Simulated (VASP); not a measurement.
# Y (P6_3/mmc) in VASP: further runs

Aim: see how the results for Y move with the level of theory and the settings. Levels: PBEsol, r2SCAN. Tasks: single point.

Program: VASP 6.6.1. These are calculated values, not measurements. Logs are shortened: lines on timing, memory, paths and dates and some standing lists are left out, and cuts for length are marked.

## 1. The cell of the first run

It takes space group P6_3/mmc (No. 194, hexagonal). The conventional cell has a = 3.595 Å, b = 3.595 Å, c = 5.605 Å, α = 90.00°, β = 90.00°, γ = 120.00°. Within 4.6 Å of Y (site symmetry -6m2) lie 12 Y at 3.49 to 3.60 Å.

## 2. Single point, PBEsol

File INCAR:

```
  ALGO = Normal
  EDIFF = 1E-6
  ENCUT = 520
  GGA = PS
  ISIF = 2
  ISMEAR = -1
  LASPH = True
  LCHARG = False
  LREAL = False
  LWAVE = False
  NBANDS = 18
  NELM = 60
  PREC = Accurate
  SIGMA = 0.05
```

File KPOINTS:

```
k-points
0
Gamma
  10 10 6
```

File POSCAR:

```
Y
1.0
    3.5954130000      0.0000000000      0.0000000000
   -1.7977060000      3.1137190000      0.0000000000
    0.0000000000      0.0000000000      5.6054180000
Y
2
Direct
    0.3333330000      0.6666670000      0.2500000000
    0.6666670000      0.3333330000      0.7500000000
```

Potentials or basis: VASP PAW PBE potentials, release 64 (Y_sv).

Launch:

```bash
cat potpaw_PBE.64/Y_sv/POTCAR > POTCAR
mpirun -np 1 vasp_std > vasp.out
```

OUTCAR:

```text
EDIFF = 1E-6
   ENCUT = 520
   GGA = PS
   ISIF = 2
   ISMEAR = -1
   LASPH = True
   LREAL = False
   NELM = 60
   PREC = Accurate

 ion  position               nearest neighbor table
   1  0.333  0.667  0.250-   2 3.49   2 3.49   2 3.49   2 3.49   2 3.49   2 3.49
   2  0.667  0.333  0.750-   1 3.49   1 3.49   1 3.49   1 3.49   1 3.49   1 3.49

  LATTYP: Found a hexagonal cell.
 ALAT       =     3.5954130000
 C/A-ratio  =     1.5590470413

  Lattice vectors:

 A1 = (   3.5954130000,   0.0000000000,   0.0000000000)
 A2 = (  -1.7977060000,   3.1137190000,   0.0000000000)
 A3 = (   0.0000000000,   0.0000000000,   5.6054180000)

Analysis of symmetry for initial positions (statically):
=====================================================================
 Subroutine PRICEL returns:
 Original cell was already a primitive cell.

 Routine SETGRP: Setting up the symmetry group for a
 hexagonal supercell.

 Subroutine GETGRP returns: Found 24 space group operations
 (whereof 12 operations were pure point group operations)
 out of a pool of 24 trial point group operations.

The static configuration has the point symmetry D_3d.
 The point group associated with its full space group is D_6h.

Analysis of symmetry for dynamics (positions and initial velocities):
=====================================================================
 Subroutine PRICEL returns:
 Original cell was already a primitive cell.

 Routine SETGRP: Setting up the symmetry group for a
 hexagonal supercell.

 Subroutine GETGRP returns: Found 24 space group operations
 (whereof 12 operations were pure point group operations)
 out of a pool of 24 trial point group operations.

The dynamic configuration has the point symmetry D_3d.
 The point group associated with its full space group is D_6h.

 Subroutine INISYM returns: Found 24 space group operations
 (whereof 12 operations are pure point group operations),
 and found     1 'primitive' translations

----------------------------------------------------------------------------------------

                                     Primitive cell

  volume of cell :      62.7532

  direct lattice vectors                    reciprocal lattice vectors
     3.595413000  0.000000000  0.000000000     0.278132165  0.160579635  0.000000000
    -1.797706000  3.113719000  0.000000000     0.000000000  0.321159360  0.000000000
     0.000000000  0.000000000  5.605418000     0.000000000  0.000000000  0.178398828

  length of vectors
     3.595413000  3.595412754  5.605418000     0.321159338  0.321159360  0.178398828

  position of ions in fractional coordinates (direct lattice)
     0.333333000  0.666667000  0.250000000
     0.666667000  0.333333000  0.750000000

  ion indices of the primitive-cell ions
   primitive index   ion index
                 1           1
                 2           2

----------------------------------------------------------------------------------------

 KPOINTS: k-points

Automatic generation of k-mesh.
 Grid dimensions read from file:
 generate k-points for:   10   10    6

 Generating k-lattice:

  Cartesian coordinates                     Fractional coordinates (reciprocal lattice)
     0.027813216  0.016057964  0.000000000     0.100000000  0.000000000  0.000000000
     0.000000000  0.032115936  0.000000000     0.000000000  0.100000000  0.000000000
     0.000000000  0.000000000  0.029733138     0.000000000  0.000000000  0.166666667

  Length of vectors
     0.032115934  0.032115936  0.029733138

  Shift w.r.t. Gamma in fractional coordinates (k-lattice)
     0.000000000  0.000000000  0.000000000

 Subroutine IBZKPT returns following result:
 ===========================================

 Found     56 irreducible k-points:

 Following reciprocal coordinates:
            Coordinates               Weight
  0.000000  0.000000  0.000000      1.000000
  0.100000  0.000000  0.000000      6.000000
  0.200000  0.000000  0.000000      6.000000
  0.300000  0.000000  0.000000      6.000000
  0.400000  0.000000  0.000000      6.000000
  0.500000  0.000000  0.000000      3.000000
[... 16 lines left out ...]
  0.300000  0.100000  0.166667     24.000000
  0.400000  0.100000  0.166667     24.000000
 [... further k-points ...]
   k-points           NKPTS =     56   k-points in BZ     NKDIM =     56   number of bands    NBANDS=     18
   number of dos      NEDOS =    301   number of ions     NIONS =      2
   total plane-waves  NPLWV =  32928
   dimension x,y,z NGX =    28 NGY =   28 NGZ =   42
   dimension x,y,z NGXF=    56 NGYF=   56 NGZF=   84
   ions per type =               2
   NGX,Y,Z   is equivalent  to a cutoff of  12.95, 12.95, 12.46 a.u.
   NGXF,Y,Z  is equivalent  to a cutoff of  25.89, 25.89, 24.91 a.u.
 SYSTEM =  unknown system
   PREC   = accura    normal or accurate (medium, high low for compatibility)
   ISTART =      0    job   : 0-new  1-cont  2-samecut
   ICHARG =      2    charge: 1-file 2-atom 10-const
   ISPIN  =      1    spin polarized calculation?
   LNONCOLLINEAR =      F non collinear calculations
   LSORBIT =      F    spin-orbit coupling
   LASPH  =      T    aspherical Exc in radial PAW
   ENCUT  =  520.0 eV  38.22 Ry    6.18 a.u.   6.69  6.69 10.42*2*pi/ulx,y,z
   NELM   =     60;   NELMIN=  2; NELMDL= -5     # of ELM steps
   EDIFF  = 0.1E-05   stopping-criterion for ELM
   LREAL  =      F    real-space projection
   EDIFFG = 0.1E-04   stopping-criterion for IOM
   NSW    =      0    number of steps for IOM
   IBRION =     -1    ionic relax: 0-MD 1-quasi-New 2-CG
   NFREE  =      0    steps in history (QN), initial steepest desc. (CG)
   ISIF   =      2    stress and relaxation
   ISYM   =      2    0-nonsym 1-usesym 2-fastsym
   POTIM  = 0.5000    time-step for ionic-motion
   TEBEG  =    0.0;   TEEND  =   0.0 temperature during run
   PSTRESS=    0.0 pullay stress
   NELECT =      22.0000    total number of electrons
   NUPDOWN=      -1.0000    fix difference up-down
   EMIN   =  10.00;   EMAX   =-10.00  energy-range for DOS
   EFERMI =   0.00;   METHOD = LEGACY
   ISMEAR =    -1;   SIGMA  =   0.05  broadening in eV -4-tet -1-fermi 0-gaus
   EFERMI_NEDOS =   21; number of points for ismear=-14 and -15
   IALGO  =     38    algorithm
   IMIX   =      4    mixing-type and parameters
     AMIX     =   0.40;   BMIX     =  1.00
     AMIX_MAG =   1.60;   BMIX_MAG =  1.00
  volume/ion in A,a.u.               =      31.38       211.74
  Fermi-wavevector in a.u.,A,eV,Ry     =   1.154349  2.181403 18.130045  1.332521
  Thomas-Fermi vector in A             =   2.290986
   LORBIT       =      0    0 simple, 1 ext, 2 COOP (PROOUT), +10 PAW based schemes
   GGA     = PS    functional components
   LHFCALC =     F    Hartree Fock is set to
   AEXX    =    0.0000 exact exchange contribution
   IVDW    =     0    specifies the selected vdW correction
   LEPSILON=     F    determine dielectric tensor
   LRPA    =     F    only Hartree local field effects (RPA)
 non-spin polarized calculation
  energy-cutoff  :      520.00
  volume of cell :       62.75
 maximum number of plane-waves:      1725
 NGX is ok and might be reduce to    28
   NGX = 13   NGY = 13   NGZ = 21

 number of electron      22.0000002 magnetization

 Free energy of the ion-electron system (eV)
  ---------------------------------------------------
  ext. energy  EPLUGINS =         0.00000000
  ---------------------------------------------------
  free energy    TOTEN  =       -13.65749049 eV

  energy without entropy =      -13.63023343  energy(sigma->0) =      -13.64386196

 E-fermi :   3.1100     XC(G=0):  -9.7138

 val. band max:        3.0952025095   @ k =   0.4000   0.2000   0.3333
 cond. band min:       3.1319311918   @ k =   0.4000   0.0000   0.0000
 fundamental gap:      0.0367286823
 Fermi energy:         3.1100226729

 k-point     1 :       0.0000    0.0000    0.0000
  band No.  band energies     occupation
      1     -39.3803      2.00000
      2     -39.2878      2.00000
      3     -19.7428      2.00000
      4     -19.1846      2.00000
      5     -19.1846      2.00000
      6     -19.0773      2.00000
[... 10 lines left out ...]
     17       5.9470      0.00000
     18       5.9470      0.00000

 k-point     2 :       0.1000    0.0000    0.0000
  band No.  band energies     occupation
      1     -39.3743      2.00000
      2     -39.2858      2.00000
      3     -19.7220      2.00000
      4     -19.2260      2.00000
      5     -19.1988      2.00000
      6     -19.1209      2.00000
[... 10 lines left out ...]
     17       5.7231      0.00000
     18       5.7412      0.00000

 k-point     3 :       0.2000    0.0000    0.0000
  band No.  band energies     occupation
      1     -39.3580      2.00000
      2     -39.2810      2.00000
      3     -19.6637      2.00000
      4     -19.3348      2.00000
      5     -19.2344      2.00000
      6     -19.2310      2.00000
[... 10 lines left out ...]
     17       6.1326      0.00000
     18       6.2846      0.00000

 k-point     4 :       0.3000    0.0000    0.0000
  band No.  band energies     occupation
      1     -39.3364      2.00000
      2     -39.2766      2.00000
      3     -19.5797      2.00000
      4     -19.4698      2.00000
      5     -19.3598      2.00000
      6     -19.2761      2.00000
[... 375 lines left out ...]
      4     -19.3835      2.00000
      5     -19.3472      2.00000
      6     -19.2495      2.00000
[... 10 lines left out ...]
     17       6.5517      0.00000
     18       7.0080      0.00000

 k-point    23 :       0.3000    0.1000    0.1667
  band No.  band energies     occupation
      1     -39.3197      2.00000
      2     -39.2787      2.00000
      3     -19.5936      2.00000
      4     -19.4794      2.00000
      5     -19.4013      2.00000
      6     -19.2988      2.00000
[... 10 lines left out ...]
     17       7.5228      0.00000
     18       7.7472      0.00000

 k-point    24 :       0.4000    0.1000    0.1667
  band No.  band energies     occupation
      1     -39.3051      2.00000
      2     -39.2787      2.00000
      3     -19.6342      2.00000
      4     -19.5229      2.00000
      5     -19.3951      2.00000
      6     -19.3167      2.00000
[... 10 lines left out ...]
     17       8.1127      0.00000
     18       8.3707      0.00000

 [... further k-points ...]

------------------------ aborting loop because EDIFF is reached ----------------------------------------

  FORCE on cell =-STRESS in cart. coord.  units (eV):
  Direction    XX          YY          ZZ          XY          YZ          ZX
  --------------------------------------------------------------------------------------
  -------------------------------------------------------------------------------------
  Total       -0.0255282     -0.0255282     -0.2020784     -0.0000000      0.0000000      0.0000000
  in kB       -0.6517706     -0.6517706     -5.1593416     -0.0000001      0.0000000      0.0000000
  external PRESSURE =      -2.1542942 kB  Pullay stress =       0.0000000 kB

 VOLUME and BASIS-vectors are now :
 -----------------------------------------------------------------------------
  energy-cutoff  :      520.00
  volume of cell :       62.75
      direct lattice vectors                 reciprocal lattice vectors
     3.595413000  0.000000000  0.000000000     0.278132165  0.160579635  0.000000000
    -1.797706000  3.113719000  0.000000000     0.000000000  0.321159360  0.000000000
     0.000000000  0.000000000  5.605418000     0.000000000  0.000000000  0.178398828

 POSITION                                       TOTAL-FORCE (eV/Angst)
 -----------------------------------------------------------------------------------
     -0.00000      2.07581      1.40135         0.000000     -0.000000      0.000000
      1.79771      1.03791      4.20406        -0.000000      0.000000      0.000000
 -----------------------------------------------------------------------------------
    total drift:                               -0.000413      0.000310     -0.000009

  FREE ENERGIE OF THE ION-ELECTRON SYSTEM (eV)
  ---------------------------------------------------
  free  energy   TOTEN  =       -13.6574904902 eV

  energy  without entropy=      -13.6302334281  energy(sigma->0) =      -13.64386196
```

Run time: 26 s. Hardware: 1 thread of Intel Xeon 6975P-C (Granite Rapids), shared host; peak memory 0.21 GiB.

What came out:

- Free energy: -13.6575 eV
- Pressure: -0.2 GPa
- Band gap on the k mesh: zero (bands 11 and 12 overlap by 1.57 eV)

Caveat: the PAW data sets were made with another functional, which shifts forces and pressure a little.

## 3. Single point, r2SCAN

POSCAR is that of step 2.

File INCAR.step1:

```
PREC     = Accurate       # precision mode
ENCUT    = 520            # plane-wave cutoff, eV
ISMEAR   = -1             # smearing method
SIGMA    = 0.05           # smearing width, eV
LREAL    = F              # projectors in reciprocal space
LASPH    = T              # aspherical terms in the spheres
NELM     = 80             # most SCF steps
NBANDS   = 18             # bands
GGA      = PE             # functional
ALGO     = Normal         # electronic algorithm
EDIFF    = 1E-4           # SCF threshold, eV
LWAVE    = T              # write WAVECAR
LCHARG   = F              # write CHGCAR
```

File INCAR.step2:

```
PREC     = Accurate       # precision mode
ENCUT    = 520            # plane-wave cutoff, eV
EDIFF    = 1E-6           # SCF threshold, eV
ISMEAR   = -1             # smearing method
SIGMA    = 0.05           # smearing width, eV
LREAL    = F              # projectors in reciprocal space
LASPH    = T              # aspherical terms in the spheres
NELM     = 80             # most SCF steps
ALGO     = Normal         # electronic algorithm
ISIF     = 2              # what is computed and relaxed
LWAVE    = F              # write WAVECAR
LCHARG   = T              # write CHGCAR
METAGGA  = R2SCAN         # meta-GGA
LMIXTAU  = T            
LELF     = T              # ELF
LVHAR    = T            
NBANDS   = 18             # bands
ISTART   = 1
```

File KPOINTS:

```
Automatic mesh
0
Gamma
  10 10 6
```

Potentials or basis: VASP PAW PBE potentials, release 64 (Y_sv).

Launch:

```bash
cat potpaw_PBE.64/Y_sv/POTCAR > POTCAR
cp INCAR.step1 INCAR
mpirun -np 1 vasp_std > vasp.out
cp INCAR.step2 INCAR
mpirun -np 1 vasp_std > vasp.out
```

It took 2 min on 1 thread of Intel Xeon 6975P-C (Granite Rapids), shared host; peak memory 0.22 GiB.

The run converged. Its results:

| Item | Value |
| --- | --- |
| Free energy | -40.5214 eV |
| Pressure | 2.9 GPa |
| Band gap on the k mesh | zero (bands 11 and 12 overlap by 1.65 eV) |

Stress tensor (GPa, compression positive):
```
3.20 0.00 0.00
0.00 3.20 0.00
0.00 0.00 2.27
```

Levels at points of the mesh, in eV from the Fermi level:
```csv
k point,band 9,band 10,band 11,band 12,band 13,band 14
"(0.00, 0.00, 0.00)",-4.97,-1.95,0.95,2.02,2.02,2.44
"(0.50, 0.00, 0.00)",-1.72,-1.29,-0.90,-0.16,1.63,1.72
"(0.00, 0.00, 0.50)",-3.41,-3.41,1.11,1.11,1.94,1.94
"(0.50, 0.00, 0.50)",-1.74,-1.74,0.11,0.11,1.52,1.52
```

Caveat: the PAW data sets were made with another functional, which shifts forces and pressure a little.
